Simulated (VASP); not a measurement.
Wanted: the native input for a VASP 6.6.1 run.

- Task: single point
- Functional: PBE
- Potentials or basis: VASP PAW PBE potentials, release 64 (Ag, Cl)
- Cutoff: 520 eV
- k mesh: 5 × 5 × 5
- Occupations: fermi-dirac, width 0.05 eV
- Spin: no spin polarisation
- Dipole correction: no
- Further INCAR settings: ALGO = Normal; EDIFF = 1e-06; NBANDS = 16

The structure of AgCl (Chlorargyrite) lies in POSCAR:

```
AgCl
1.0
    0.0000000000      2.7350000000      2.7350000000
    2.7350000000      0.0000000000      2.7350000000
    2.7350000000      2.7350000000      0.0000000000
Ag Cl
1 1
Direct
    0.0000000000      0.0000000000      0.0000000000
    0.5000000000      0.5000000000      0.5000000000
```

These files were run (other wordings do the same):

INCAR

```
PREC = Accurate ; ENCUT = 520
EDIFF = 1E-6 ; ISMEAR = -1
SIGMA = 0.05 ; LREAL = False
LASPH = True ; NELM = 100
ALGO = Normal ; ISIF = 2
LWAVE = False ; LCHARG = False
GGA = PE ; NBANDS = 16
```

KPOINTS

```
regular mesh
0
Gamma
  5 5 5
```

Potentials or basis: VASP PAW PBE potentials, release 64 (Ag, Cl).

Run with:

```bash
$ cat potpaw_PBE.64/Ag/POTCAR potpaw_PBE.64/Cl/POTCAR > POTCAR
$ mpirun -np 1 vasp_std > vasp.out
```

It gave:

```
Pressure               : 3.8 GPa
Band gap on the k mesh : 1.06 eV, indirect (least direct gap 3.40 eV)
```

Wall time 10 s on 1 thread of Intel(R) Xeon(R) Platinum 8488C (Sapphire Rapids), on a shared host, peak memory 0.16 GiB.
